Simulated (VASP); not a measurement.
Input of a VASP 6.6.1 run:

INCAR

```
SYSTEM = Ag
ALGO = Normal
EDIFF = 1E-6
ENCUT = 520
GGA = PE
ISIF = 2
ISMEAR = 0
LASPH = .True.
LCHARG = .False.
LREAL = Auto
LWAVE = .False.
NBANDS = 114
NELM = 100
PREC = Accurate
SIGMA = 0.05
```

KPOINTS

```
k-points
0
Gamma
  1 1 8
  0 0 0
```

Contents of POSCAR:

```
Ag
1.0
   14.9000000000      0.0000000000      0.0000000000
    0.0000000000     16.6000000000      0.0000000000
    0.0000000000      0.0000000000      7.1831241759
Ag
18
Direct
    0.5852220774      0.5441641290      0.0000000000
    0.4715926409      0.3675076130      0.3333333333
    0.4715926409      0.7208206450      0.3333333333
    0.3579632043      0.5441641290      0.6666666667
    0.6988515140      0.3675076130      0.6666666667
    0.5852220774      0.3675076130      0.0000000000
    0.4715926409      0.5441641290      0.3333333333
    0.3579632043      0.3675076130      0.6666666667
    0.6988515140      0.5441641290      0.6666666667
    0.4147779226      0.4558358710      0.0000000000
    0.3011484860      0.6324923870      0.3333333333
    0.6420367957      0.4558358710      0.3333333333
    0.5284073591      0.2791793550      0.6666666667
    0.5284073591      0.6324923870      0.6666666667
    0.4147779226      0.6324923870      0.0000000000
    0.3011484860      0.4558358710      0.3333333333
    0.6420367957      0.6324923870      0.3333333333
    0.5284073591      0.4558358710      0.6666666667
```

Potentials or basis: VASP PAW PBE potentials, release 64 (Ag).

The run is started by

```bash
$ cat potpaw_PBE.64/Ag/POTCAR > POTCAR
$ mpirun -np 1 vasp_std > vasp.out
```

Problem. What does it give for the largest force?

Solution. 0.660 eV/Å.

Problem. Estimate the band gap on the k mesh.

Solution. Zero (bands 99 and 100 overlap by 0.30 eV).

Forces on the atoms (eV/Å):
```
Ag   0.123  0.073  0.000
Ag   0.031  0.082  0.060
Ag   0.037 -0.651  0.104
Ag   0.089 -0.011 -0.060
Ag  -0.545  0.355 -0.103
Ag  -0.103  0.176  0.017
Ag  -0.140  0.239 -0.141
Ag   0.298  0.293 -0.197
Ag  -0.402 -0.108 -0.196
Ag  -0.123 -0.073  0.000
Ag   0.545 -0.355  0.103
Ag  -0.089  0.011  0.060
Ag  -0.037  0.651 -0.104
Ag  -0.031 -0.082 -0.060
Ag   0.103 -0.176 -0.017
Ag   0.402  0.108  0.196
Ag  -0.298 -0.293  0.197
Ag   0.140 -0.239  0.141
```
